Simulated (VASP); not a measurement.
# Ta4TeI (F-43m) in VASP: single point with PBE+D3(BJ)

Aim: the single point of Ta4TeI with PBE+D3(BJ).

All numbers are computed with VASP 6.6.1; they aren't measurements. Logs are shortened: lines on timing, memory, paths and dates and some standing lists are left out, and cuts for length are marked.

## Step 1: The cell of the first run

It takes space group F-43m (No. 216, cubic). Conventional cell: a = 7.923 Å, b = 7.923 Å, c = 7.923 Å, α = 90.00°, β = 90.00°, γ = 90.00°. Ta (site symmetry 3m) has 6 Ta at 2.80 Å and 3 I at 3.28 Å and 3 Te at 3.28 Å within 3.7 Å. Within 4.3 Å of Te (site symmetry -43m) lie 12 Ta at 3.28 Å and 4 I at 3.43 Å. I (site symmetry -43m) has 12 Ta at 3.28 Å and 4 Te at 3.43 Å within 4.3 Å.

The cell was built from a structure type or drawn by symmetry, and may not be a known phase.

## Step 2: Single point, PBE+D3(BJ), non-collinear spin, zero start, spin-orbit coupling

Input file INCAR:

```
SYSTEM = Ta4TeI
PREC = Accurate ; ENCUT = 520
EDIFF = 1E-6 ; ISMEAR = 0
SIGMA = 0.01 ; LREAL = .FALSE.
LASPH = .TRUE. ; NELM = 150
ALGO = Normal ; ISIF = 2
LWAVE = .FALSE. ; LCHARG = .FALSE.
MAGMOM = 0 0 0 0 0 0 0 0 0 0 0 0 0 0 0 0 0 0 ; LORBIT = 11
LSORBIT = .TRUE. ; GGA_COMPAT = .FALSE.
LORBMOM = .TRUE. ; LMAXMIX = 4
GGA = PE ; IVDW = 12
NBANDS = 73
```

Input file KPOINTS:

```
regular mesh
0
G
  4 4 4
  0 0 0
```

Input file POSCAR:

```
Ta4TeI
1.0
    0.0000000000      3.9614532409      3.9614532409
    3.9614532409      0.0000000000      3.9614532409
    3.9614532409      3.9614532409      0.0000000000
Ta Te I
4 1 1
Direct
    0.6249662745      0.6249662745      0.1251011766
    0.6249662745      0.1251011766      0.6249662745
    0.6249662745      0.6249662745      0.6249662745
    0.1251011766      0.6249662745      0.6249662745
    0.0000000000      0.0000000000      0.0000000000
    0.2500000000      0.2500000000      0.2500000000
```

Potentials or basis: VASP PAW PBE potentials, release 64 (Ta_pv, Te, I).

Run with:

```bash
$ cat potpaw_PBE.64/Ta_pv/POTCAR potpaw_PBE.64/Te/POTCAR potpaw_PBE.64/I/POTCAR > POTCAR
$ mpirun -np 1 vasp_ncl > vasp.out
```

OUTCAR:

```text
SYSTEM = Ta4TeI
   PREC = Accurate
   ENCUT = 520
   EDIFF = 1E-6
   ISMEAR = 0
   LREAL = .FALSE.
   LASPH = .TRUE.
   NELM = 150
   ISIF = 2
   LORBIT = 11
   LSORBIT = .TRUE.
   GGA = PE
   IVDW = 12
 IVDW          = 12

 ion  position               nearest neighbor table
   1  0.625  0.625  0.125-   2 2.80   3 2.80   4 2.80   2 2.80   4 2.80   3 2.80   6 3.28   6 3.28
                             6 3.28   5 3.28   5 3.28   5 3.28
   2  0.625  0.125  0.625-   1 2.80   3 2.80   4 2.80   4 2.80   1 2.80   3 2.80   6 3.28   6 3.28
                             6 3.28   5 3.28   5 3.28   5 3.28
   3  0.625  0.625  0.625-   1 2.80   2 2.80   4 2.80   4 2.80   2 2.80   1 2.80   6 3.28   6 3.28
                             6 3.28   5 3.28   5 3.28   5 3.28
   4  0.125  0.625  0.625-   1 2.80   2 2.80   3 2.80   2 2.80   1 2.80   3 2.80   6 3.28   6 3.28
                             6 3.28   5 3.28   5 3.28   5 3.28
   5  0.000  0.000  0.000-   1 3.28   2 3.28   4 3.28   3 3.28   3 3.28   3 3.28   2 3.28   1 3.28
                             4 3.28   1 3.28   2 3.28   4 3.28   6 3.43   6 3.43   6 3.43   6 3.43
   6  0.250  0.250  0.250-   2 3.28   4 3.28   1 3.28   4 3.28   1 3.28   2 3.28   3 3.28   3 3.28
                             3 3.28   1 3.28   2 3.28   4 3.28   5 3.43   5 3.43   5 3.43   5 3.43

  LATTYP: Found a face centered cubic cell.
 ALAT       =     7.9229064818

  Lattice vectors:

 A1 = (   0.0000000000,   3.9614532409,   3.9614532409)
 A2 = (   3.9614532409,   0.0000000000,   3.9614532409)
 A3 = (   3.9614532409,   3.9614532409,   0.0000000000)

Analysis of symmetry for initial positions (statically):
=====================================================================
 Subroutine PRICEL returns:
 Original cell was already a primitive cell.

 Routine SETGRP: Setting up the symmetry group for a
 face centered cubic supercell.

 Subroutine GETGRP returns: Found 24 space group operations
 (whereof 24 operations were pure point group operations)
 out of a pool of 48 trial point group operations.

The static configuration has the point symmetry T_d .

Analysis of symmetry for dynamics (positions and initial velocities):
=====================================================================
 Subroutine PRICEL returns:
 Original cell was already a primitive cell.

 Routine SETGRP: Setting up the symmetry group for a
 face centered cubic supercell.

 Subroutine GETGRP returns: Found 24 space group operations
 (whereof 24 operations were pure point group operations)
 out of a pool of 48 trial point group operations.

The dynamic configuration has the point symmetry T_d .

Analysis of structural, dynamic, and magnetic symmetry:
=====================================================================
 Subroutine PRICEL returns:
 Original cell was already a primitive cell.

 Routine SETGRP: Setting up the symmetry group for a
 face centered cubic supercell.

 Subroutine GETGRP returns: Found 24 space group operations
 (whereof 24 operations were pure point group operations)
[... 932 lines left out ...]
 # of ion     p       d       tot
 ----------------------------------------
  1         0.000   0.000   0.000
  2        -0.000  -0.000  -0.000
  3         0.000  -0.000  -0.000
  4        -0.000   0.000   0.000
  5         0.000  -0.000  -0.000
  6         0.000   0.000   0.000
 ----------------------------------------
            0.000  -0.000  -0.000

 orbital moment (z)

 # of ion     p       d       tot
 ----------------------------------------
  1         0.000   0.000   0.000
  2         0.000  -0.000  -0.000
  3         0.000   0.000   0.000
  4         0.000   0.000   0.000
  5         0.000  -0.000  -0.000
  6         0.000  -0.000  -0.000
 ----------------------------------------
            0.000   0.000   0.000

 Spin-Orbit-Coupling matrix elements

 Ion:    1  E_soc:     -1.4913585
 l=   1
     0.0000000    -0.2212437    -0.2212437
    -0.2212437     0.0000000    -0.2212437
    -0.2212437    -0.2212437     0.0000000
 l=   2
     0.0000000    -0.0058063     0.0000000    -0.0058063    -0.0215098
    -0.0058063     0.0000000    -0.0161323    -0.0058063    -0.0053774
     0.0000000    -0.0161323     0.0000000    -0.0161323     0.0000000
    -0.0058063    -0.0058063    -0.0161323     0.0000000    -0.0053774
    -0.0215098    -0.0053774     0.0000000    -0.0053774     0.0000000
 l=   3
     0.0000000     0.0000000     0.0000000     0.0000000     0.0000000     0.0000000     0.0000000
     0.0000000     0.0000000     0.0000000     0.0000000     0.0000000     0.0000000     0.0000000
     0.0000000     0.0000000     0.0000000     0.0000000     0.0000000     0.0000000     0.0000000
     0.0000000     0.0000000     0.0000000     0.0000000     0.0000000     0.0000000     0.0000000
[... 89 lines left out ...]
 l=   2
     0.0000000    -0.0000135     0.0000000    -0.0000135     0.0001383
    -0.0000135     0.0000000     0.0001037    -0.0000135     0.0000346
     0.0000000     0.0001037     0.0000000     0.0001037     0.0000000
    -0.0000135    -0.0000135     0.0001037     0.0000000     0.0000346
     0.0001383     0.0000346     0.0000000     0.0000346     0.0000000
 l=   3
     0.0000000     0.0000000     0.0000000     0.0000000     0.0000000     0.0000000     0.0000000
     0.0000000     0.0000000     0.0000000     0.0000000     0.0000000     0.0000000     0.0000000
     0.0000000     0.0000000     0.0000000     0.0000000     0.0000000     0.0000000     0.0000000
     0.0000000     0.0000000     0.0000000     0.0000000     0.0000000     0.0000000     0.0000000
     0.0000000     0.0000000     0.0000000     0.0000000     0.0000000     0.0000000     0.0000000
     0.0000000     0.0000000     0.0000000     0.0000000     0.0000000     0.0000000     0.0000000
     0.0000000     0.0000000     0.0000000     0.0000000     0.0000000     0.0000000     0.0000000

 total charge

# of ion       s       p       d       tot
------------------------------------------
    1        0.375   6.121   2.480   8.976
    2        0.375   6.121   2.480   8.976
    3        0.375   6.121   2.480   8.976
    4        0.375   6.121   2.480   8.976
    5        1.408   1.757   0.101   3.266
    6        1.576   2.454   0.141   4.171
--------------------------------------------------
tot          4.484  28.694  10.164  43.342

 magnetization (x)

# of ion       s       p       d       tot
------------------------------------------
    1       -0.000  -0.000   0.000   0.000
    2       -0.000   0.000   0.000   0.000
    3       -0.000   0.000   0.000   0.000
    4       -0.000   0.000   0.000   0.000
    5        0.000  -0.000  -0.000  -0.000
    6       -0.000   0.000   0.000  -0.000
--------------------------------------------------
tot         -0.000  -0.000   0.000   0.000

 magnetization (y)

# of ion       s       p       d       tot
------------------------------------------
    1        0.000  -0.000  -0.000  -0.000
    2        0.000  -0.000  -0.000  -0.000
    3       -0.000   0.000   0.000   0.000
    4       -0.000  -0.000  -0.000  -0.000
    5        0.000   0.000   0.000   0.000
    6        0.000   0.000   0.000   0.000
--------------------------------------------------
tot          0.000  -0.000  -0.000  -0.000

 magnetization (z)

# of ion       s       p       d       tot
------------------------------------------
    1       -0.000  -0.000  -0.000  -0.000
    2       -0.000   0.000   0.000   0.000
    3        0.000   0.000   0.000   0.000
    4        0.000  -0.000  -0.000  -0.000
    5        0.000  -0.000   0.000   0.000
    6        0.000   0.000  -0.000  -0.000
--------------------------------------------------
tot          0.000   0.000  -0.000  -0.000
```

stdout:

```text
POSCAR found type information on POSCAR TaTeI
 POSCAR found :  3 types and       6 ions
 scaLAPACK will be used
 LDA part: xc-table for (Slater+PW92), standard interpolation
 POSCAR, INCAR and KPOINTS ok, starting setup
 FFT: planning ... GRIDC
 FFT: planning ... GRID_SOFT
 FFT: planning ... GRID
 WAVECAR not read
 entering main loop
```

Wall time 4.6 min (1 thread of Intel Xeon Platinum 8259CL at 2.50GHz (Skylake/Cascade Lake), shared host); peak memory 0.62 GiB.

What came out:

```
Free energy                                           : -53.6921 eV
Pressure                                              : 0.1 GPa
Largest force                                         : 0.012 eV/Å
Net moment                                            : 0.00 μB per cell
Valence electrons inside the program's atomic spheres : Ta 8.98; Te 3.27; I 4.17
Dispersion energy per atom                            : -0.608 eV
```

Forces on the atoms (eV/Å):
```
Ta   0.007  0.007 -0.007
Ta   0.007 -0.007  0.007
Ta  -0.007 -0.007 -0.007
Ta  -0.007  0.007  0.007
Te   0.000  0.000  0.000
I    0.000  0.000  0.000
```

Moments on the atoms (μB; x, y, z):
```
Ta  0.00 0.00 0.00
Ta  0.00 0.00 0.00
Ta  0.00 0.00 0.00
Ta  0.00 0.00 0.00
Te  0.00 0.00 0.00
I   0.00 0.00 0.00
```
